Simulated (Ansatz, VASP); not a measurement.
One calculation of K2Os, two programs

```
K Os
1.0
     0.00000    3.95376    3.95376
     3.95376    0.00000    3.95376
     3.95376    3.95376    0.00000
K Os
2 1
Direct
  0.25000 0.25000 0.25000
  0.75000 0.75000 0.75000
  0.00000 0.00000 0.00000
```

Alike in both runs: functional PBE; k mesh 10 × 10 × 10; occupations gaussian, width 0.1 eV; collinear spin.

Ansatz relaxed the structure, and its values are those at the end. VASP's run is a single point on that final structure, the one shown.

|  | VASP | Ansatz |
| --- | --- | --- |
| version | VASP 6.6.1 | Ansatz 0.2.0 |
| potentials or method | VASP PAW PBE potentials, release 64 (K_sv, Os), cutoff 520 eV | scalar-relativistic, plane waves, PAW |
| valence electrons in the cell | 26 | 34 |

|  | VASP | Ansatz | Ansatz less VASP |
| --- | --- | --- | --- |
| gap on the k mesh at the Fermi level (eV) | none | none | - |
| pressure (GPa) | 0.0 | 0.0 | 0.00 |
| net moment per atom (μB) | 0.67 | 0.67 | 0.000 |
| size of the moment on the site where the two differ most (μB) | 1.98 | 2.03 | +0.044 |

Site moments also hang on the region over which each program counts them. A gap of «none» marks a metal or a gap that the smearing closes. The functional is the same, so the differences come from potentials, cutoffs and numerics. VASP's potentials hold 26 valence electrons a cell and Ansatz's 34, so a difference there can come from the potentials and not from the codes.

Spin-orbit coupling is off throughout.
